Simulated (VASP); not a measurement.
Here is a VASP 6.6.1 calculation.

File INCAR:

```
SYSTEM = AlCo
PREC = Accurate ; ENCUT = 520
EDIFF = 1E-7 ; ISMEAR = 0
SIGMA = 0.15 ; LREAL = .FALSE.
LASPH = .TRUE. ; NELM = 100
ALGO = Fast ; ISIF = 2
LWAVE = .FALSE. ; LCHARG = .FALSE.
GGA = PE ; NBANDS = 13
```

Contents of KPOINTS:

```
regular mesh
0
G
  22 22 22
  0 0 0
```

File POSCAR:

```
AlCo
1.0
    2.8519024094      0.0000000000      0.0000000000
    0.0000000000      2.8519024094      0.0000000000
    0.0000000000      0.0000000000      2.8519024094
Al Co
1 1
Direct
    0.0000000000      0.0000000000      0.0000000000
    0.5202443908      0.5202443908      0.5202443908
```

Potentials or basis: VASP PAW PBE potentials, release 64 (Al, Co).

Command:

```console
$ cat potpaw_PBE.64/Al/POTCAR potpaw_PBE.64/Co/POTCAR > POTCAR
$ mpirun -np 1 vasp_std > vasp.out
```

Question: Predict the band gap on the k mesh.

Answer: Zero (band 6 reaches 12.92 eV, above the bottom of band 7 at 10.30 eV).

Question: Estimate the pressure.

Answer: 0.7 GPa.

Question: Estimate the largest force.

Answer: 0.743 eV/Å.

Stress tensor (GPa, compression positive):
```
0.66 0.57 0.57
0.57 0.66 0.57
0.57 0.57 0.66
```

Caveat: the cell differs from its parent crystal (all Co atoms moved -0.100 Å, as atom 2 towards its neighbour atom 1 (Al) at 2.470 Å). Spin polarisation is off, so any magnetic state and its effect on volume and gap are missing.
